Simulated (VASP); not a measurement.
# BaTiO3 in VASP: a series of runs

BaTiO3 is run at these levels: PBE; tasks: single point.

Program: VASP 6.6.1. These are calculated values, not measurements. Logs are shortened: lines on timing, memory, paths and dates and some standing lists are left out, and cuts for length are marked.

## Step 1: The cell of the first run

Symmetry: Pm-3m, No. 221, cubic system. The conventional cell has a = 3.698 Å, b = 3.698 Å, c = 3.698 Å, α = 90.00°, β = 90.00°, γ = 90.00°. Ba (site symmetry m-3m) has 12 O at 2.61 Å and 8 Ti at 3.20 Å within 3.4 Å. Ti (site symmetry m-3m) has 6 O at 1.85 Å within 2.5 Å. Within 2.5 Å of O (site symmetry 4/mmm) lie 2 Ti at 1.85 Å.

## Step 2: Single point, PBE (strain -0.080 along x and y, -0.080 along z)

Contents of INCAR:

```
ALGO = Normal
EDIFF = 1E-6
ENCUT = 520
GGA = PE
ISIF = 2
ISMEAR = 0
LASPH = T
LCHARG = F
LREAL = F
LWAVE = F
NBANDS = 28
NELM = 80
PREC = Accurate
SIGMA = 0.05
```

Contents of KPOINTS:

```
k-points
0
Gamma
  8 8 8
```

Contents of POSCAR:

```
BaTiO3
1.0
    3.6976933126      0.0000000000      0.0000000000
    0.0000000000      3.6976933126      0.0000000000
    0.0000000000      0.0000000000      3.6977388148
Ba Ti O
1 1 3
Direct
    0.0000000000      0.0000000000      0.0000000000
    0.5000000000      0.5000000000      0.5000000000
    0.5000000000      0.5000000000      0.0000000000
    0.5000000000      0.0000000000      0.5000000000
    0.0000000000      0.5000000000      0.5000000000
```

Potentials or basis: VASP PAW PBE potentials, release 64 (Ba_sv, Ti_sv, O).

Run with:

```bash
$ cat potpaw_PBE.64/Ba_sv/POTCAR potpaw_PBE.64/Ti_sv/POTCAR potpaw_PBE.64/O/POTCAR > POTCAR
$ mpirun -np 1 vasp_std > vasp.out
```

OUTCAR:

```text
EDIFF = 1E-6
   ENCUT = 520
   GGA = PE
   ISIF = 2
   ISMEAR = 0
   LASPH = T
   LREAL = F
   NELM = 80
   PREC = Accurate

 ion  position               nearest neighbor table
   1  0.000  0.000  0.000-   3 2.61   3 2.61   3 2.61   3 2.61   5 2.61   4 2.61   5 2.61   5 2.61
                             5 2.61   4 2.61   4 2.61   4 2.61   2 3.20   2 3.20   2 3.20   2 3.20
   2  0.500  0.500  0.500-   4 1.85   5 1.85   4 1.85   5 1.85   3 1.85   3 1.85   1 3.20   1 3.20
                             1 3.20   1 3.20   1 3.20   1 3.20   1 3.20   1 3.20
   3  0.500  0.500  0.000-   2 1.85   2 1.85   1 2.61   1 2.61   1 2.61   1 2.61
   4  0.500  0.000  0.500-   2 1.85   2 1.85   1 2.61   1 2.61   1 2.61   1 2.61
   5  0.000  0.500  0.500-   2 1.85   2 1.85   1 2.61   1 2.61   1 2.61   1 2.61

  LATTYP: Found a simple tetragonal cell.
 ALAT       =     3.6976933126
 C/A-ratio  =     1.0000123056

  Lattice vectors:

 A1 = (   3.6976933126,   0.0000000000,   0.0000000000)
 A2 = (   0.0000000000,   3.6976933126,   0.0000000000)
 A3 = (   0.0000000000,   0.0000000000,   3.6977388148)

Analysis of symmetry for initial positions (statically):
=====================================================================
 Subroutine PRICEL returns:
 Original cell was already a primitive cell.

 Routine SETGRP: Setting up the symmetry group for a
 simple tetragonal supercell.

 Subroutine GETGRP returns: Found 16 space group operations
 (whereof 16 operations were pure point group operations)
 out of a pool of 16 trial point group operations.

The static configuration has the point symmetry D_4h.

Analysis of symmetry for dynamics (positions and initial velocities):
=====================================================================
 Subroutine PRICEL returns:
 Original cell was already a primitive cell.

 Routine SETGRP: Setting up the symmetry group for a
 simple tetragonal supercell.

 Subroutine GETGRP returns: Found 16 space group operations
 (whereof 16 operations were pure point group operations)
 out of a pool of 16 trial point group operations.

The dynamic configuration has the point symmetry D_4h.

 Subroutine INISYM returns: Found 16 space group operations
 (whereof 16 operations are pure point group operations),
 and found     1 'primitive' translations

----------------------------------------------------------------------------------------

                                     Primitive cell

  volume of cell :      50.5589

  direct lattice vectors                    reciprocal lattice vectors
     3.697693313  0.000000000  0.000000000     0.270438870  0.000000000  0.000000000
     0.000000000  3.697693313  0.000000000     0.000000000  0.270438870  0.000000000
     0.000000000  0.000000000  3.697738815     0.000000000  0.000000000  0.270435542

  length of vectors
     3.697693313  3.697693313  3.697738815     0.270438870  0.270438870  0.270435542

  position of ions in fractional coordinates (direct lattice)
     0.000000000  0.000000000  0.000000000
     0.500000000  0.500000000  0.500000000
     0.500000000  0.500000000  0.000000000
     0.500000000  0.000000000  0.500000000
     0.000000000  0.500000000  0.500000000

  ion indices of the primitive-cell ions
   primitive index   ion index
                 1           1
                 2           2
                 3           3
                 4           4
                 5           5

----------------------------------------------------------------------------------------

 KPOINTS: k-points

Automatic generation of k-mesh.
 Grid dimensions read from file:
 generate k-points for:    8    8    8

 Generating k-lattice:

  Cartesian coordinates                     Fractional coordinates (reciprocal lattice)
     0.033804859  0.000000000  0.000000000     0.125000000  0.000000000  0.000000000
     0.000000000  0.033804859  0.000000000     0.000000000  0.125000000  0.000000000
     0.000000000  0.000000000  0.033804443     0.000000000  0.000000000  0.125000000

  Length of vectors
     0.033804859  0.033804859  0.033804443

  Shift w.r.t. Gamma in fractional coordinates (k-lattice)
     0.000000000  0.000000000  0.000000000

 Subroutine IBZKPT returns following result:
 ===========================================

 Found     75 irreducible k-points:

 Following reciprocal coordinates:
            Coordinates               Weight
  0.000000  0.000000  0.000000      1.000000
  0.125000  0.000000  0.000000      4.000000
  0.250000  0.000000  0.000000      4.000000
  0.375000  0.000000  0.000000      4.000000
  0.500000  0.000000  0.000000      2.000000
  0.125000  0.125000  0.000000      4.000000
[... 16 lines left out ...]
  0.375000  0.125000  0.125000     16.000000
  0.500000  0.125000  0.125000      8.000000
 [... further k-points ...]
   k-points           NKPTS =     75   k-points in BZ     NKDIM =     75   number of bands    NBANDS=     28
   number of dos      NEDOS =    301   number of ions     NIONS =      5
   total plane-waves  NPLWV =  21952
   dimension x,y,z NGX =    28 NGY =   28 NGZ =   28
   dimension x,y,z NGXF=    56 NGYF=   56 NGZF=   56
   ions per type =               1   1   3
   NGX,Y,Z   is equivalent  to a cutoff of  12.59, 12.59, 12.59 a.u.
   NGXF,Y,Z  is equivalent  to a cutoff of  25.18, 25.18, 25.18 a.u.
 SYSTEM =  unknown system
   PREC   = accura    normal or accurate (medium, high low for compatibility)
   ISTART =      0    job   : 0-new  1-cont  2-samecut
   ICHARG =      2    charge: 1-file 2-atom 10-const
   ISPIN  =      1    spin polarized calculation?
   LNONCOLLINEAR =      F non collinear calculations
   LSORBIT =      F    spin-orbit coupling
   LASPH  =      T    aspherical Exc in radial PAW
   ENCUT  =  520.0 eV  38.22 Ry    6.18 a.u.   6.88  6.88  6.88*2*pi/ulx,y,z
   NELM   =     80;   NELMIN=  2; NELMDL= -5     # of ELM steps
   EDIFF  = 0.1E-05   stopping-criterion for ELM
   LREAL  =      F    real-space projection
   EDIFFG = 0.1E-04   stopping-criterion for IOM
   NSW    =      0    number of steps for IOM
   IBRION =     -1    ionic relax: 0-MD 1-quasi-New 2-CG
   NFREE  =      0    steps in history (QN), initial steepest desc. (CG)
   ISIF   =      2    stress and relaxation
   ISYM   =      2    0-nonsym 1-usesym 2-fastsym
   POTIM  = 0.5000    time-step for ionic-motion
   TEBEG  =    0.0;   TEEND  =   0.0 temperature during run
   PSTRESS=    0.0 pullay stress
   NELECT =      40.0000    total number of electrons
   NUPDOWN=      -1.0000    fix difference up-down
   EMIN   =  10.00;   EMAX   =-10.00  energy-range for DOS
   EFERMI =   0.00;   METHOD = LEGACY
   ISMEAR =     0;   SIGMA  =   0.05  broadening in eV -4-tet -1-fermi 0-gaus
   EFERMI_NEDOS =   21; number of points for ismear=-14 and -15
   IALGO  =     38    algorithm
   IMIX   =      4    mixing-type and parameters
     AMIX     =   0.40;   BMIX     =  1.00
     AMIX_MAG =   1.60;   BMIX_MAG =  1.00
  volume/ion in A,a.u.               =      10.11        68.24
  Fermi-wavevector in a.u.,A,eV,Ry     =   1.514126  2.861284 31.192432  2.292579
  Thomas-Fermi vector in A             =   2.623826
   LORBIT       =      0    0 simple, 1 ext, 2 COOP (PROOUT), +10 PAW based schemes
   GGA     = PE    functional components
   LHFCALC =     F    Hartree Fock is set to
   AEXX    =    0.0000 exact exchange contribution
   IVDW    =     0    specifies the selected vdW correction
   LEPSILON=     F    determine dielectric tensor
   LRPA    =     F    only Hartree local field effects (RPA)
 non-spin polarized calculation
 Gauss-broadening in eV      SIGMA  =   0.05
  energy-cutoff  :      520.00
  volume of cell :       50.56
 maximum number of plane-waves:      1406
 NGX is ok and might be reduce to    28
   NGX = 13   NGY = 13   NGZ = 13

 number of electron      39.9999979 magnetization

 Free energy of the ion-electron system (eV)
  ---------------------------------------------------
  ext. energy  EPLUGINS =         0.00000000
  ---------------------------------------------------
  free energy    TOTEN  =       -37.17016913 eV

  energy without entropy =      -37.17016913  energy(sigma->0) =      -37.17016913

 E-fermi :   6.3358     XC(G=0): -12.5600

 val. band max:        6.0796775939   @ k =   0.0000   0.0000   0.0000
 cond. band min:       8.0472855453   @ k =   0.0000   0.0000   0.0000
 fundamental gap:      1.9676079514
 Fermi energy:         6.3357601779

 k-point     1 :       0.0000    0.0000    0.0000
  band No.  band energies     occupation
      1     -49.6954      2.00000
      2     -26.0934      2.00000
      3     -26.0934      2.00000
      4     -26.0934      2.00000
      5     -18.6812      2.00000
      6     -11.3650      2.00000
[... 20 lines left out ...]
     27      11.8061      0.00000
     28      15.8342      0.00000

 k-point     2 :       0.1250    0.0000    0.0000
  band No.  band energies     occupation
      1     -49.6947      2.00000
      2     -26.1194      2.00000
      3     -26.0923      2.00000
      4     -26.0923      2.00000
      5     -18.6232      2.00000
      6     -11.4723      2.00000
[... 20 lines left out ...]
     27      12.3472      0.00000
     28      15.7220      0.00000

 k-point     3 :       0.2500    0.0000    0.0000
  band No.  band energies     occupation
      1     -49.6933      2.00000
      2     -26.1811      2.00000
      3     -26.0896      2.00000
      4     -26.0896      2.00000
      5     -18.4774      2.00000
      6     -11.8378      2.00000
[... 20 lines left out ...]
     27      13.4065      0.00000
     28      15.4542      0.00000

 k-point     4 :       0.3750    0.0000    0.0000
  band No.  band energies     occupation
      1     -49.6918      2.00000
      2     -26.2416      2.00000
      3     -26.0870      2.00000
      4     -26.0869      2.00000
      5     -18.3215      2.00000
      6     -12.2159      2.00000
[... 578 lines left out ...]
     27      13.7489      0.00000
     28      15.8542      0.00000

 k-point    23 :       0.3750    0.1250    0.1250
  band No.  band energies     occupation
      1     -49.6907      2.00000
      2     -26.2370      2.00000
      3     -26.1112      2.00000
      4     -26.1096      2.00000
      5     -18.2558      2.00000
      6     -11.9918      2.00000
[... 20 lines left out ...]
     27      14.7202      0.00000
     28      15.9014      0.00000

 k-point    24 :       0.5000    0.1250    0.1250
  band No.  band energies     occupation
      1     -49.6901      2.00000
      2     -26.2612      2.00000
      3     -26.1098      2.00000
      4     -26.1084      2.00000
      5     -18.1973      2.00000
      6     -12.1211      2.00000
[... 20 lines left out ...]
     27      15.1760      0.00000
     28      16.1346      0.00000

 [... further k-points ...]

------------------------ aborting loop because EDIFF is reached ----------------------------------------

  FORCE on cell =-STRESS in cart. coord.  units (eV):
  Direction    XX          YY          ZZ          XY          YZ          ZX
  --------------------------------------------------------------------------------------
  -------------------------------------------------------------------------------------
  Total       23.8262569     23.8262569     23.8242569      0.0000000      0.0000000      0.0000000
  in kB      755.0372780    755.0372780    754.9738993      0.0000000      0.0000000      0.0000000
  external PRESSURE =     755.0161518 kB  Pullay stress =       0.0000000 kB

 VOLUME and BASIS-vectors are now :
 -----------------------------------------------------------------------------
  energy-cutoff  :      520.00
  volume of cell :       50.56
      direct lattice vectors                 reciprocal lattice vectors
     3.697693313  0.000000000  0.000000000     0.270438870  0.000000000  0.000000000
     0.000000000  3.697693313  0.000000000     0.000000000  0.270438870  0.000000000
     0.000000000  0.000000000  3.697738815     0.000000000  0.000000000  0.270435542

 POSITION                                       TOTAL-FORCE (eV/Angst)
 -----------------------------------------------------------------------------------
      0.00000      0.00000      0.00000         0.000000      0.000000      0.000000
      1.84885      1.84885      1.84887         0.000000      0.000000      0.000000
      1.84885      1.84885      0.00000         0.000000      0.000000      0.000000
      1.84885      0.00000      1.84887         0.000000      0.000000      0.000000
      0.00000      1.84885      1.84887         0.000000      0.000000      0.000000
 -----------------------------------------------------------------------------------
    total drift:                                0.000000      0.000000      0.000000

  FREE ENERGIE OF THE ION-ELECTRON SYSTEM (eV)
  ---------------------------------------------------
  free  energy   TOTEN  =       -37.1701691285 eV

  energy  without entropy=      -37.1701691285  energy(sigma->0) =      -37.17016913
```

Wall time 63 s (1 thread of AMD EPYC 9R45 (Zen 5), shared host); peak memory 0.2 GiB.

Results:

```yaml
Free_energy: -37.1702 eV
Pressure: 75.5 GPa
Band_gap_on_the_k_mesh: 1.97 eV, direct
```

Levels at points of the mesh, in eV from the valence-band top:
```csv
k point,band 17,band 18,band 19,band 20,band 21,band 22,band 23,band 24
"(0.00, 0.00, 0.00)",-1.74,0.00,0.00,0.00,1.97,1.97,1.97,4.92
"(0.50, 0.00, 0.00)",-2.23,-2.23,-0.78,-0.78,2.26,4.61,4.61,5.59
"(0.50, 0.50, 0.00)",-1.64,-0.77,-0.77,-0.33,4.63,4.63,5.11,6.84
"(0.00, 0.00, 0.50)",-2.23,-2.23,-0.78,-0.78,2.26,4.61,4.61,5.59
"(0.50, 0.00, 0.50)",-1.64,-0.77,-0.77,-0.33,4.63,4.63,5.11,6.84
"(0.50, 0.50, 0.50)",-2.23,-0.20,-0.20,-0.20,5.63,5.63,5.63,7.71
```

Caveat: the cell differs from its parent crystal (strain -0.080 along x and y, -0.080 along z); spin-orbit coupling is left out, which moves the levels of the heavy elements. A k mesh can miss the band edges.

[end of part 1 of 2]
